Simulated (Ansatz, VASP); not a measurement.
# One calculation of BN, two programs

INCAR

```
SYSTEM = BN
PREC = Accurate
ENCUT = 520
EDIFF = 1E-7
ISMEAR = 0
SIGMA = 0.05
LREAL = .False.
LASPH = .True.
NELM = 100
ALGO = Normal
ISIF = 2
LWAVE = .False.
LCHARG = .True.
GGA = PE
IVDW = 12
LELF = .True.
LVHAR = .True.
NBANDS = 11
```

KPOINTS

```
regular mesh
0
Gamma
  12 12 12
  0 0 0
```

Contents of POSCAR:

```
BN
1.0
    1.2530568997      0.7234527383      3.1630891511
   -1.2530568997      0.7234527383      3.1630891511
    0.0000000000     -1.4469054767      3.1630891511
B N
1 1
Direct
    0.9996975446      0.9996975446      0.9996975446
    0.3327354554      0.3327354554      0.3327354554
```

Input for Ansatz:

```yaml
crystal:
  lattice:
    - [1.2530568997, 0.7234527383, 3.1630891511]
    - [-1.2530568997, 0.7234527383, 3.1630891511]
    - [0.0, -1.4469054767, 3.1630891511]
  atoms:
    - { symbol: B, position: [0.9996975446, 0.9996975446, 0.9996975446] }
    - { symbol: "N", position: [0.3327354554, 0.3327354554, 0.3327354554] }
basis:
  ecutwfc: 420
kpoints:
  mp_grid: { grid: [12, 12, 12] }
hamiltonian:
  xc: pbe
  dispersion: d3bj
scf:
  occupations: { method: gaussian, width: 0.05 }
output:
  forces: true
  stress: true
  eigenvalues: true
```

Change from the starting cell: strain +0.000 along x and y, -0.040 along z, atoms carried along.

Alike in both runs: task single point; functional PBE; dispersion D3(BJ); k mesh 12 × 12 × 12; occupations gaussian, width 0.05 eV; no spin polarisation.

|  | VASP | Ansatz |
| --- | --- | --- |
| version | VASP 6.6.1 | Ansatz 0.2.0 |
| potentials or method | VASP PAW PBE potentials, release 64 (B, N), cutoff 520 eV | scalar-relativistic, plane waves, PAW |
| valence electrons in the cell | 8 | 8 |

Ansatz gave:

| Item | Value |
| --- | --- |
| gap on the k mesh at the Fermi level (eV) | 4.11 |
| least direct gap on the mesh (eV) | 4.71 |
| pressure (GPa) | 0.4 |
| traceless stress, the component that is largest in VASP (GPa) | 1.10 |
| rms of the force components (eV/Å) | 0.013 |

Q: Which values does VASP return?

A: gap on the k mesh at the Fermi level (eV): 4.10; least direct gap on the mesh (eV): 4.71; pressure (GPa): 0.5; traceless stress, the component that is largest in VASP (GPa): 0.89; rms of the force components (eV/Å): 0.013.

Atom by atom the forces differ by 0.000 eV/Å (rms over components).
